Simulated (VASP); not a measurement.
Wanted: the native input for a VASP 6.6.1 run.

```
Task                   : single point
Functional             : PBEsol
Potentials or basis    : VASP PAW PBE potentials, release 64 (Mg)
Cutoff                 : 520 eV
k mesh                 : 18 × 18 × 8
Occupations            : gaussian, width 0.1 eV
Spin                   : no spin polarisation
Dipole correction      : no
Further INCAR settings : ALGO = Normal; EDIFF = 1e-07; NBANDS = 9
```

The structure of Mg lies in POSCAR:

```
Mg
1.0
    3.0885522383      0.0000000000      0.0000000000
   -1.5442761191      2.6747646993      0.0000000000
    0.0000000000      0.0000000000      4.9553386486
Mg
2
Direct
    0.3333333333      0.6666666667      0.2500000000
    0.6666666667      0.3333333333      0.7500000000
```

These files were run (other wordings do the same):

INCAR

```
SYSTEM = Mg
  PREC = Accurate
  ENCUT = 520
  EDIFF = 1E-7
  ISMEAR = 0
  SIGMA = 0.1
  LREAL = .False.
  LASPH = .True.
  NELM = 60
  ALGO = Normal
  ISIF = 2
  LWAVE = .False.
  LCHARG = .False.
  GGA = PS
  NBANDS = 9
```

KPOINTS

```
Automatic mesh
0
Gamma
  18 18 8
  0 0 0
```

Potentials or basis: VASP PAW PBE potentials, release 64 (Mg).

Launch:

```sh
$ cat potpaw_PBE.64/Mg/POTCAR > POTCAR
$ mpirun -np 1 vasp_std > vasp.out
```

It gave:

| Property | Result |
| --- | --- |
| Pressure | 4.3 GPa |
| Band gap on the k mesh | zero (bands 2 and 3 overlap by 2.13 eV) |

Caveat: the cell stands under pressure; the PAW data sets were made with another functional, which shifts forces and pressure a little.

Run time: 41 s on 1 thread of AMD EPYC 7R13 Processor (Zen 3), on a shared host, peak memory 0.17 GiB.
